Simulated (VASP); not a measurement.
# TiTe2 (P-3m1) in VASP: settings compared

TiTe2 is run at these levels: PBE, PBE+D3(BJ); tasks: single point.

Program: VASP 6.6.1. These are calculated values, not measurements. Logs are shortened: lines on timing, memory, paths and dates and some standing lists are left out, and cuts for length are marked.

### 1 The cell of the first run

Symmetry: P-3m1, No. 164, trigonal system. Conventional cell: a = 3.788 Å, b = 3.788 Å, c = 6.724 Å, α = 90.00°, β = 90.00°, γ = 120.00°. Within 3.7 Å of Te (site symmetry 3m) lie 3 Ti at 2.78 Å. Ti (site symmetry -3m) has 6 Te at 2.78 Å within 3.7 Å.

### 2 Single point, PBE

Input file INCAR:

```
SYSTEM = TiTe2
PREC = Accurate
ENCUT = 520
EDIFF = 1E-6
ISMEAR = -1
SIGMA = 0.05
LREAL = .FALSE.
LASPH = .TRUE.
NELM = 100
ALGO = Normal
ISIF = 2
LWAVE = .FALSE.
LCHARG = .FALSE.
GGA = PE
NBANDS = 19
```

Input file KPOINTS:

```
Automatic mesh
0
G
  8 8 4
  0 0 0
```

Input file POSCAR:

```
TiTe2
1.0
    3.7881490296      0.0000000000      0.0000000000
   -1.8940745148      3.2806332929      0.0000000000
    0.0000000000      0.0000000000      6.7242923673
Te Ti
2 1
Direct
    0.3333333333      0.6666666667      0.7449329710
    0.6666666667      0.3333333333      0.2550670290
    0.0000000000      0.0000000000      0.0000000000
```

Potentials or basis: VASP PAW PBE potentials, release 64 (Te, Ti_sv).

Run with:

```sh
> cat potpaw_PBE.64/Te/POTCAR potpaw_PBE.64/Ti_sv/POTCAR > POTCAR
> mpirun -np 1 vasp_std > vasp.out
```

OUTCAR:

```text
SYSTEM = TiTe2
   PREC = Accurate
   ENCUT = 520
   EDIFF = 1E-6
   ISMEAR = -1
   LREAL = .FALSE.
   LASPH = .TRUE.
   NELM = 100
   ISIF = 2
   GGA = PE

 ion  position               nearest neighbor table
   1  0.333  0.667  0.745-   3 2.78   3 2.78   3 2.78
   2  0.667  0.333  0.255-   3 2.78   3 2.78   3 2.78
   3  0.000  0.000  0.000-   1 2.78   2 2.78   1 2.78   2 2.78   2 2.78   1 2.78

  LATTYP: Found a hexagonal cell.
 ALAT       =     3.7881490296
 C/A-ratio  =     1.7750865435

  Lattice vectors:

 A1 = (   3.7881490296,   0.0000000000,   0.0000000000)
 A2 = (  -1.8940745148,   3.2806332929,   0.0000000000)
 A3 = (   0.0000000000,   0.0000000000,   6.7242923673)

Analysis of symmetry for initial positions (statically):
=====================================================================
 Subroutine PRICEL returns:
 Original cell was already a primitive cell.

 Routine SETGRP: Setting up the symmetry group for a
 hexagonal supercell.

 Subroutine GETGRP returns: Found 12 space group operations
 (whereof 12 operations were pure point group operations)
 out of a pool of 24 trial point group operations.

The static configuration has the point symmetry D_3d.

Analysis of symmetry for dynamics (positions and initial velocities):
=====================================================================
 Subroutine PRICEL returns:
 Original cell was already a primitive cell.

 Routine SETGRP: Setting up the symmetry group for a
 hexagonal supercell.

 Subroutine GETGRP returns: Found 12 space group operations
 (whereof 12 operations were pure point group operations)
 out of a pool of 24 trial point group operations.

The dynamic configuration has the point symmetry D_3d.

 Subroutine INISYM returns: Found 12 space group operations
 (whereof 12 operations are pure point group operations),
 and found     1 'primitive' translations

----------------------------------------------------------------------------------------

                                     Primitive cell

  volume of cell :      83.5663

  direct lattice vectors                    reciprocal lattice vectors
     3.788149030  0.000000000  0.000000000     0.263981167  0.152409598  0.000000000
    -1.894074515  3.280633293  0.000000000     0.000000000  0.304819195  0.000000000
     0.000000000  0.000000000  6.724292367     0.000000000  0.000000000  0.148714533

  length of vectors
     3.788149030  3.788149030  6.724292367     0.304819195  0.304819195  0.148714533

  position of ions in fractional coordinates (direct lattice)
     0.333333333  0.666666667  0.744932971
     0.666666667  0.333333333  0.255067029
     0.000000000  0.000000000  0.000000000

  ion indices of the primitive-cell ions
   primitive index   ion index
                 1           1
                 2           2
                 3           3

----------------------------------------------------------------------------------------

 KPOINTS: Automatic mesh

Automatic generation of k-mesh.
 Grid dimensions read from file:
 generate k-points for:    8    8    4

 Generating k-lattice:

  Cartesian coordinates                     Fractional coordinates (reciprocal lattice)
     0.032997646  0.019051200  0.000000000     0.125000000  0.000000000  0.000000000
     0.000000000  0.038102399  0.000000000     0.000000000  0.125000000  0.000000000
     0.000000000  0.000000000  0.037178633     0.000000000  0.000000000  0.250000000

  Length of vectors
     0.038102399  0.038102399  0.037178633

  Shift w.r.t. Gamma in fractional coordinates (k-lattice)
     0.000000000  0.000000000  0.000000000

 Subroutine IBZKPT returns following result:
 ===========================================

 Found     35 irreducible k-points:

 Following reciprocal coordinates:
            Coordinates               Weight
  0.000000  0.000000  0.000000      1.000000
  0.125000  0.000000  0.000000      6.000000
  0.250000  0.000000  0.000000      6.000000
  0.375000  0.000000  0.000000      6.000000
  0.500000  0.000000  0.000000      3.000000
  0.125000  0.125000  0.000000      6.000000
[... 16 lines left out ...]
 -0.125000  0.500000  0.250000     12.000000
  0.250000  0.250000  0.250000     12.000000
 [... further k-points ...]
   k-points           NKPTS =     35   k-points in BZ     NKDIM =     35   number of bands    NBANDS=     19
   number of dos      NEDOS =    301   number of ions     NIONS =      3
   total plane-waves  NPLWV =  39200
   dimension x,y,z NGX =    28 NGY =   28 NGZ =   50
   dimension x,y,z NGXF=    56 NGYF=   56 NGZF=  100
   ions per type =               2   1
   NGX,Y,Z   is equivalent  to a cutoff of  12.29, 12.29, 12.36 a.u.
   NGXF,Y,Z  is equivalent  to a cutoff of  24.58, 24.58, 24.72 a.u.
 SYSTEM =  TiTe2
   PREC   = accura    normal or accurate (medium, high low for compatibility)
   ISTART =      0    job   : 0-new  1-cont  2-samecut
   ICHARG =      2    charge: 1-file 2-atom 10-const
   ISPIN  =      1    spin polarized calculation?
   LNONCOLLINEAR =      F non collinear calculations
   LSORBIT =      F    spin-orbit coupling
   LASPH  =      T    aspherical Exc in radial PAW
   ENCUT  =  520.0 eV  38.22 Ry    6.18 a.u.   7.04  7.04 12.50*2*pi/ulx,y,z
   NELM   =    100;   NELMIN=  2; NELMDL= -5     # of ELM steps
   EDIFF  = 0.1E-05   stopping-criterion for ELM
   LREAL  =      F    real-space projection
   EDIFFG = 0.1E-04   stopping-criterion for IOM
   NSW    =      0    number of steps for IOM
   IBRION =     -1    ionic relax: 0-MD 1-quasi-New 2-CG
   NFREE  =      0    steps in history (QN), initial steepest desc. (CG)
   ISIF   =      2    stress and relaxation
   ISYM   =      2    0-nonsym 1-usesym 2-fastsym
   POTIM  = 0.5000    time-step for ionic-motion
   TEBEG  =    0.0;   TEEND  =   0.0 temperature during run
   PSTRESS=    0.0 pullay stress
   NELECT =      24.0000    total number of electrons
   NUPDOWN=      -1.0000    fix difference up-down
   EMIN   =  10.00;   EMAX   =-10.00  energy-range for DOS
   EFERMI =   0.00;   METHOD = LEGACY
   ISMEAR =    -1;   SIGMA  =   0.05  broadening in eV -4-tet -1-fermi 0-gaus
   EFERMI_NEDOS =   21; number of points for ismear=-14 and -15
   IALGO  =     38    algorithm
   IMIX   =      4    mixing-type and parameters
     AMIX     =   0.40;   BMIX     =  1.00
     AMIX_MAG =   1.60;   BMIX_MAG =  1.00
  volume/ion in A,a.u.               =      27.86       187.98
  Fermi-wavevector in a.u.,A,eV,Ry     =   1.080110  2.041113 15.873079  1.166638
  Thomas-Fermi vector in A             =   2.216093
   LORBIT       =      0    0 simple, 1 ext, 2 COOP (PROOUT), +10 PAW based schemes
   GGA     = PE    functional components
   LHFCALC =     F    Hartree Fock is set to
   AEXX    =    0.0000 exact exchange contribution
   IVDW    =     0    specifies the selected vdW correction
   LEPSILON=     F    determine dielectric tensor
   LRPA    =     F    only Hartree local field effects (RPA)
 non-spin polarized calculation
  energy-cutoff  :      520.00
  volume of cell :       83.57
 maximum number of plane-waves:      2269
   NGX = 15   NGY = 15   NGZ = 25

 number of electron      23.9999995 magnetization

 Free energy of the ion-electron system (eV)
  ---------------------------------------------------
  ext. energy  EPLUGINS =         0.00000000
  ---------------------------------------------------
  free energy    TOTEN  =       -16.22532502 eV

  energy without entropy =      -16.21296241  energy(sigma->0) =      -16.21914371

 E-fermi :   6.3267     XC(G=0):  -9.6412

 val. band max:        6.3066492057   @ k =   0.1250   0.0000   0.2500
 cond. band min:       6.3567499720   @ k =   0.5000   0.0000   0.0000
 fundamental gap:      0.0501007663
 Fermi energy:         6.3267036110

 k-point     1 :       0.0000    0.0000    0.0000
  band No.  band energies     occupation
      1     -51.1759      2.00000
      2     -27.4282      2.00000
      3     -27.4282      2.00000
      4     -27.3914      2.00000
      5      -5.8894      2.00000
      6      -4.5947      2.00000
[... 11 lines left out ...]
     18      11.5450      0.00000
     19      11.9888      0.00000

 k-point     2 :       0.1250    0.0000    0.0000
  band No.  band energies     occupation
      1     -51.1755      2.00000
      2     -27.4340      2.00000
      3     -27.4295      2.00000
      4     -27.3901      2.00000
      5      -5.7216      2.00000
      6      -4.5037      2.00000
[... 11 lines left out ...]
     18      12.4186      0.00000
     19      12.6976      0.00000

 k-point     3 :       0.2500    0.0000    0.0000
  band No.  band energies     occupation
      1     -51.1745      2.00000
      2     -27.4481      2.00000
      3     -27.4328      2.00000
      4     -27.3868      2.00000
      5      -5.2555      2.00000
      6      -4.2734      2.00000
[... 11 lines left out ...]
     18      12.1096      0.00000
     19      12.8103      0.00000

 k-point     4 :       0.3750    0.0000    0.0000
  band No.  band energies     occupation
      1     -51.1735      2.00000
      2     -27.4621      2.00000
      3     -27.4360      2.00000
      4     -27.3836      2.00000
      5      -4.6319      2.00000
      6      -4.0558      2.00000
[... 11 lines left out ...]
     18      11.7190      0.00000
     19      11.9325      0.00000

 k-point     5 :       0.5000    0.0000    0.0000
  band No.  band energies     occupation
      1     -51.1731      2.00000
      2     -27.4679      2.00000
      3     -27.4374      2.00000
      4     -27.3823      2.00000
      5      -4.1994      2.00000
      6      -4.0746      2.00000
[... 11 lines left out ...]
     18      11.6024      0.00000
     19      11.8662      0.00000

 k-point     6 :       0.1250    0.1250    0.0000
  band No.  band energies     occupation
      1     -51.1748      2.00000
      2     -27.4433      2.00000
      3     -27.4325      2.00000
      4     -27.3878      2.00000
      5      -5.4040      2.00000
      6      -4.3416      2.00000
[... 11 lines left out ...]
     18      13.2456      0.00000
     19      13.4011      0.00000

 k-point     7 :       0.2500    0.1250    0.0000
  band No.  band energies     occupation
      1     -51.1738      2.00000
      2     -27.4559      2.00000
      3     -27.4372      2.00000
      4     -27.3846      2.00000
      5      -4.8527      2.00000
      6      -4.1053      2.00000
[... 11 lines left out ...]
     18      12.0160      0.00000
     19      13.0003      0.00000

 k-point     8 :       0.3750    0.1250    0.0000
  band No.  band energies     occupation
      1     -51.1731      2.00000
      2     -27.4647      2.00000
      3     -27.4406      2.00000
      4     -27.3823      2.00000
      5      -4.2899      2.00000
      6      -3.9944      2.00000
[... 256 lines left out ...]
 k-point    20 :       0.2500    0.1250    0.2500
  band No.  band energies     occupation
      1     -51.1738      2.00000
      2     -27.4559      2.00000
      3     -27.4372      2.00000
      4     -27.3846      2.00000
      5      -4.7747      2.00000
      6      -4.2060      2.00000
[... 11 lines left out ...]
     18      11.7593      0.00000
     19      12.7920      0.00000

 k-point    21 :      -0.1250    0.3750    0.2500
  band No.  band energies     occupation
      1     -51.1738      2.00000
      2     -27.4559      2.00000
      3     -27.4372      2.00000
      4     -27.3846      2.00000
      5      -4.7453      2.00000
      6      -4.2467      2.00000
[... 11 lines left out ...]
     18      11.7754      0.00000
     19      12.9915      0.00000

 k-point    22 :       0.3750    0.1250    0.2500
  band No.  band energies     occupation
      1     -51.1731      2.00000
      2     -27.4647      2.00000
      3     -27.4406      2.00000
      4     -27.3823      2.00000
      5      -4.2872      2.00000
      6      -3.9872      2.00000
[... 11 lines left out ...]
     18      11.3463      0.00000
     19      12.3496      0.00000

 k-point    23 :      -0.1250    0.5000    0.2500
  band No.  band energies     occupation
      1     -51.1731      2.00000
      2     -27.4647      2.00000
      3     -27.4406      2.00000
      4     -27.3823      2.00000
      5      -4.2046      2.00000
      6      -4.0819      2.00000
[... 11 lines left out ...]
     18      11.0560      0.00000
     19      12.6112      0.00000

 k-point    24 :       0.2500    0.2500    0.2500
  band No.  band energies     occupation
      1     -51.1731      2.00000
      2     -27.4602      2.00000
      3     -27.4450      2.00000
      4     -27.3823      2.00000
      5      -4.2895      2.00000
      6      -4.0085      2.00000
[... 11 lines left out ...]
     18      11.5807      0.00000
     19      12.2371      0.00000

 [... further k-points ...]
[... 5 lines left out ...]
  --------------------------------------------------------------------------------------
  -------------------------------------------------------------------------------------
  Total       -0.0100486     -0.0100486      0.0109066      0.0000000     -0.0000000      0.0000000
  in kB       -0.1926565     -0.1926565      0.2091074      0.0000000     -0.0000000      0.0000000
  external PRESSURE =      -0.0587352 kB  Pullay stress =       0.0000000 kB

 VOLUME and BASIS-vectors are now :
 -----------------------------------------------------------------------------
  energy-cutoff  :      520.00
  volume of cell :       83.57
      direct lattice vectors                 reciprocal lattice vectors
     3.788149030  0.000000000  0.000000000     0.263981167  0.152409598  0.000000000
    -1.894074515  3.280633293  0.000000000     0.000000000  0.304819195  0.000000000
     0.000000000  0.000000000  6.724292367     0.000000000  0.000000000  0.148714533

 POSITION                                       TOTAL-FORCE (eV/Angst)
 -----------------------------------------------------------------------------------
     -0.00000      2.18709      5.00915        -0.000000      0.000000     -0.009565
      1.89407      1.09354      1.71515        -0.000000      0.000000      0.009565
      0.00000      0.00000      0.00000         0.000000      0.000000      0.000000
 -----------------------------------------------------------------------------------
    total drift:                                0.000000      0.000000      0.000000

  FREE ENERGIE OF THE ION-ELECTRON SYSTEM (eV)
  ---------------------------------------------------
  free  energy   TOTEN  =       -16.2253250224 eV

  energy  without entropy=      -16.2129624057  energy(sigma->0) =      -16.21914371
```

It took 45 s on 1 thread of Intel Xeon Platinum 8488C (Sapphire Rapids), shared host; peak memory 0.22 GiB.

Results:

| Quantity | Value |
| --- | --- |
| Free energy | -16.2253 eV |
| Pressure | 0.0 GPa |
| Largest force | 0.010 eV/Å |
| Band gap on the k mesh | zero (band 12 reaches 6.73 eV, above the bottom of band 13 at 6.10 eV) |

Forces in eV/Å, atoms in the order of the input:
```
Te   0.000  0.000 -0.010
Te   0.000  0.000  0.010
Ti   0.000  0.000  0.000
```

Levels at points of the mesh, in eV from the Fermi level:
| k point | band 8 | band 9 | band 10 | band 11 | band 12 | band 13 | band 14 | band 15 | band 16 | band 17 |
| --- | --- | --- | --- | --- | --- | --- | --- | --- | --- | --- |
| (0.00, 0.00, 0.00) | -1.62 | -1.62 | 0.26 | 0.36 | 0.40 | 0.40 | 1.06 | 1.06 | 3.12 | 3.12 |
| (0.50, 0.00, 0.00) | -3.69 | -2.51 | -2.33 | -1.74 | -0.99 | 0.03 | 1.14 | 1.46 | 2.45 | 3.24 |
| (0.00, 0.00, 0.50) | -2.47 | -1.57 | -1.57 | 0.40 | 0.40 | 0.85 | 0.85 | 0.95 | 3.42 | 3.42 |
| (0.50, 0.00, 0.50) | -4.32 | -2.36 | -1.92 | -1.11 | -0.63 | -0.23 | 1.14 | 1.45 | 2.69 | 3.39 |

Caveat: spin-orbit coupling is left out, which moves the levels of the heavy elements; this functional lacks dispersion, which binds the layers, so the pressure and a relaxed spacing across them are unreliable.

### 3 Single point, PBE+D3(BJ)

This run uses another cell than the first one, of 25.17 Å³/atom, 0.903 times its volume.

Input file INCAR:

```
ALGO = Normal ; EDIFF = 1E-7
ENCUT = 520 ; GGA = PE
ISIF = 2 ; ISMEAR = -1
IVDW = 12 ; LASPH = T
LCHARG = T ; LELF = T
LREAL = F ; LVHAR = T
LWAVE = F ; NBANDS = 19
NELM = 100 ; PREC = Accurate
SIGMA = 0.05
```

Input file KPOINTS:

```
k-points
0
Gamma
  8 8 4
```

Input file POSCAR:

```
TiTe2
1.0
    3.7050715698      0.0000000000      0.0000000000
   -1.8525357849      3.2086861023      0.0000000000
    0.0000000000      0.0000000000      6.3504087631
Te Ti
2 1
Direct
    0.3333333333      0.6666666667      0.7284333797
    0.6666666667      0.3333333333      0.2715666203
    0.0000000000      0.0000000000      0.0000000000
```

Potentials or basis: VASP PAW PBE potentials, release 64 (Te, Ti_sv).

Run with:

```sh
> cat potpaw_PBE.64/Te/POTCAR potpaw_PBE.64/Ti_sv/POTCAR > POTCAR
> mpirun -np 1 vasp_std > vasp.out
```

Run time: 24 s. Hardware: 1 thread of Intel Xeon 6975P-C (Granite Rapids), shared host; peak memory 0.21 GiB.

The run converged. Its results:

```yaml
Free_energy: -17.7244 eV
Pressure: 0.0 GPa
Largest_force: 0.009 eV/Å
Band_gap_on_the_k_mesh: zero (band 12 reaches 8.04 eV, above the bottom of band 13 at 7.22 eV)
Dispersion_energy_per_atom: -0.523 eV
```

Forces in eV/Å, atoms in the order of the input:
```
Te   0.000  0.000 -0.009
Te   0.000  0.000  0.009
Ti   0.000  0.000  0.000
```

Levels at points of the mesh, in eV from the Fermi level:
| k point | band 9 | band 10 | band 11 | band 12 | band 13 | band 14 | band 15 | band 16 |
| --- | --- | --- | --- | --- | --- | --- | --- | --- |
| (0.00, 0.00, 0.00) | -1.62 | 0.28 | 0.45 | 0.45 | 0.80 | 1.27 | 1.27 | 3.10 |
| (0.50, 0.00, 0.00) | -2.93 | -2.50 | -1.71 | -1.18 | -0.02 | 1.28 | 1.64 | 2.44 |
| (0.00, 0.00, 0.50) | -1.52 | -1.52 | 0.44 | 0.44 | 0.83 | 0.83 | 1.12 | 3.68 |
| (0.50, 0.00, 0.50) | -2.55 | -2.09 | -0.88 | -0.45 | -0.37 | 1.28 | 1.63 | 2.59 |

Caveat: spin-orbit coupling is left out, which moves the levels of the heavy elements.
